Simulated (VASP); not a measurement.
Write the native input for VASP 6.6.1 that does the following.

* Task: single point
* Functional: PBEsol
* Potentials or basis: VASP PAW PBE potentials, release 64 (Si, C)
* Cutoff: 600 eV
* k mesh: 10 × 10 × 10
* Occupations: fermi-dirac, width 0.05 eV
* Spin: no spin polarisation
* Dipole correction: no
* Further INCAR settings: ALGO = Normal; EDIFF = 1e-06; NBANDS = 11

The structure of SiC (Moissanite 3C) lies in POSCAR:

```
SiC
1.0
    0.0000000000      2.1481603519      2.1481603519
    2.1481603519      0.0000000000      2.1481603519
    2.1481603519      2.1481603519      0.0000000000
Si C
1 1
Direct
    0.0000000000      0.0000000000      0.0000000000
    0.7500000000      0.7500000000      0.7500000000
```

These files were run (other wordings do the same):

INCAR

```
SYSTEM = SiC
ALGO = Normal
EDIFF = 1E-6
ENCUT = 600
GGA = PS
GGA_COMPAT = .FALSE.
ISIF = 2
ISMEAR = -1
LASPH = .TRUE.
LCHARG = .FALSE.
LREAL = .FALSE.
LWAVE = .FALSE.
NBANDS = 11
NELM = 120
PREC = Accurate
SIGMA = 0.05
```

KPOINTS

```
k-points
0
G
  10 10 10
  0 0 0
```

Potentials or basis: VASP PAW PBE potentials, release 64 (Si, C).

Run with:

```bash
$ cat potpaw_PBE.64/Si/POTCAR potpaw_PBE.64/C/POTCAR > POTCAR
$ mpirun -np 1 vasp_std > vasp.out
```

It gave:

* Pressure: 10.4 GPa
* Band gap on the k mesh: 1.19 eV, indirect (least direct gap 4.49 eV)

Caveat: the PAW data sets were made with another functional, which shifts forces and pressure a little.

Wall time 8.1 s on 1 thread of Intel(R) Xeon(R) Platinum 8375C CPU @ 2.90GHz (Ice Lake), on a shared host, peak memory 0.14 GiB.
